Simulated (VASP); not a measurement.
A run of VASP 6.6.1 is set up as follows.

Contents of POSCAR:

```
Na5Li3F8
1.0
    8.8868270000      0.0000000000      0.0000000000
    0.0000000000      8.8868270000      0.0000000000
    0.0000000000      0.0000000000      8.8868270000
F Li Na
32 12 20
Direct
    0.2354100000      0.0044490000      0.9891850000
    0.2441760000      0.9898820000      0.5147100000
    0.2282990000      0.5268010000      0.0013910000
    0.2294470000      0.5091280000      0.5006110000
    0.7599110000      0.0007260000      0.9998210000
    0.7534460000      0.9626070000      0.4987650000
    0.7667310000      0.4991960000      0.0158110000
    0.7690660000      0.5039250000      0.4894490000
    0.0141500000      0.2527230000      0.0055050000
    0.9902820000      0.2677090000      0.5063640000
    0.0129340000      0.7751070000      0.9998740000
    0.9996530000      0.7329240000      0.4992020000
    0.4863720000      0.2508870000      0.0001670000
    0.5056510000      0.2519360000      0.5001000000
    0.4863490000      0.7509290000      0.0011870000
    0.4703580000      0.7460930000      0.5014330000
    0.9999020000      0.0208800000      0.2400730000
    0.0094420000      0.0174820000      0.7623090000
    0.9910150000      0.4845120000      0.2485320000
    0.9989020000      0.4811120000      0.7773260000
    0.5012420000      0.0021790000      0.2491010000
    0.4889390000      0.0022040000      0.7516870000
    0.5130920000      0.4983020000      0.2498990000
    0.4996980000      0.4982420000      0.7513310000
    0.2362620000      0.2507970000      0.2397990000
    0.2351290000      0.2407680000      0.7642540000
    0.2475360000      0.7527220000      0.2665570000
    0.2451510000      0.7661580000      0.7602420000
    0.7655360000      0.2622440000      0.2676340000
    0.7635110000      0.2498040000      0.7332350000
    0.7535710000      0.7335950000      0.2644940000
    0.7502240000      0.7460560000      0.7381190000
    0.0093210000      0.0002470000      0.9935530000
    0.0088930000      0.4764900000      0.9987550000
    0.0015000000      0.4978250000      0.4761120000
    0.2335160000      0.2253130000      0.9911570000
    0.2350140000      0.7524290000      0.9821470000
    0.2498220000      0.7512220000      0.4929920000
    0.7747090000      0.2843470000      0.4937040000
    0.7769120000      0.7419390000      0.4930750000
    0.2386870000      0.9968510000      0.7543330000
    0.7639030000      0.4979840000      0.2501250000
    0.0033450000      0.2524180000      0.2361700000
    0.0034520000      0.2533170000      0.7534200000
    0.9975950000      0.0053130000      0.5026470000
    0.4922970000      0.9995710000      0.9984440000
    0.5007280000      0.9953730000      0.5026190000
    0.4924760000      0.5016200000      0.0026470000
    0.5047250000      0.5029860000      0.4985740000
    0.2430610000      0.2497840000      0.5036800000
    0.7579630000      0.2507190000      0.0021400000
    0.7548080000      0.7483660000      0.0029600000
    0.2472540000      0.9999660000      0.2483040000
    0.2470230000      0.5021150000      0.2475960000
    0.2436610000      0.5025670000      0.7522620000
    0.7536220000      0.0015990000      0.2536150000
    0.7527490000      0.0000180000      0.7460030000
    0.7553420000      0.4979310000      0.7495850000
    0.0022860000      0.7479390000      0.2462280000
    0.0005260000      0.7464250000      0.7506450000
    0.5027140000      0.2519050000      0.2509070000
    0.4972590000      0.2480700000      0.7493880000
    0.4998930000      0.7484990000      0.2538950000
    0.4949250000      0.7525800000      0.7477130000
```

INCAR.step1

```
ALGO = Normal
EDIFF = 1E-4
ENCUT = 520
GGA = PE
ISMEAR = -1
LASPH = T
LCHARG = F
LREAL = Auto
LWAVE = T
NBANDS = 238
NELM = 80
PREC = Accurate
SIGMA = 0.05
```

File INCAR.step2:

```
ALGO = Normal
EDIFF = 1E-7
ENCUT = 520
ISIF = 2
ISMEAR = -1
ISTART = 1
LASPH = T
LCHARG = F
LMIXTAU = T
LREAL = Auto
LWAVE = F
METAGGA = R2SCAN
NBANDS = 238
NELM = 80
PREC = Accurate
SIGMA = 0.05
```

File KPOINTS:

```
k-points
0
Gamma
  1 1 1
```

Potentials or basis: VASP PAW PBE potentials, release 64 (F, Li_sv, Na_pv).

Command:

```bash
$ cat potpaw_PBE.64/F/POTCAR potpaw_PBE.64/Li_sv/POTCAR potpaw_PBE.64/Na_pv/POTCAR > POTCAR
$ cp INCAR.step1 INCAR
$ mpirun -np 1 vasp_gam > vasp.out
$ cp INCAR.step2 INCAR
$ mpirun -np 1 vasp_gam > vasp.out
```

(1) What does it give for the largest force?

(2) Predict the band gap on the k mesh.

Results:

(1) 0.080 eV/Å.

(2) 7.72 eV.

Caveat: the k points lie up to 0.71 Å⁻¹ apart; the PAW data sets were made with another functional, which shifts forces and pressure a little.
